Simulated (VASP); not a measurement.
Wanted: the native input for a VASP 6.6.1 run.

```
Task                   : single point
Functional             : PBE
Potentials or basis    : VASP PAW PBE potentials, release 64 (Li_sv, F)
Cutoff                 : 520 eV
k mesh                 : 6 × 6 × 6
Occupations            : gaussian, width 0.01 eV
Spin                   : no spin polarisation
Dipole correction      : no
Further INCAR settings : ALGO = Normal; EDIFF = 1e-06; NBANDS = 12
```

The structure of LiF (Griceite) lies in POSCAR:

```
LiF
1.0
    0.0000000000      2.0688788280      1.9500071589
    2.0688788280      0.0000000000      1.9500071589
    2.0688788280      2.0688788280      0.0000000000
Li F
1 1
Direct
    0.0000000000      0.0000000000      0.0000000000
    0.5000000000      0.5000000000      0.5000000000
```

This cell differs from its parent crystal: epitaxial xy strain +3.7%.

These files were run (other wordings do the same):

INCAR

```
SYSTEM = LiF
PREC = Accurate
ENCUT = 520
EDIFF = 1E-6
ISMEAR = 0
SIGMA = 0.01
LREAL = .False.
LASPH = .True.
NELM = 100
ALGO = Normal
ISIF = 2
LWAVE = .False.
LCHARG = .False.
GGA = PE
NBANDS = 12
```

KPOINTS

```
regular mesh
0
Gamma
  6 6 6
  0 0 0
```

Potentials or basis: VASP PAW PBE potentials, release 64 (Li_sv, F).

Command:

```sh
$ cat potpaw_PBE.64/Li_sv/POTCAR potpaw_PBE.64/F/POTCAR > POTCAR
$ mpirun -np 1 vasp_std > vasp.out
```

Results of the run:

```yaml
Band_gap_on_the_k_mesh: 8.84 eV, direct
```

Caveat: the k points lie up to 0.45 Å⁻¹ apart; the cell differs from its parent crystal (epitaxial xy strain +3.7%).

Run time: 6.4 s on 1 thread of Intel(R) Xeon(R) Platinum 8488C (Sapphire Rapids), with other jobs on the host, peak memory 0.13 GiB.
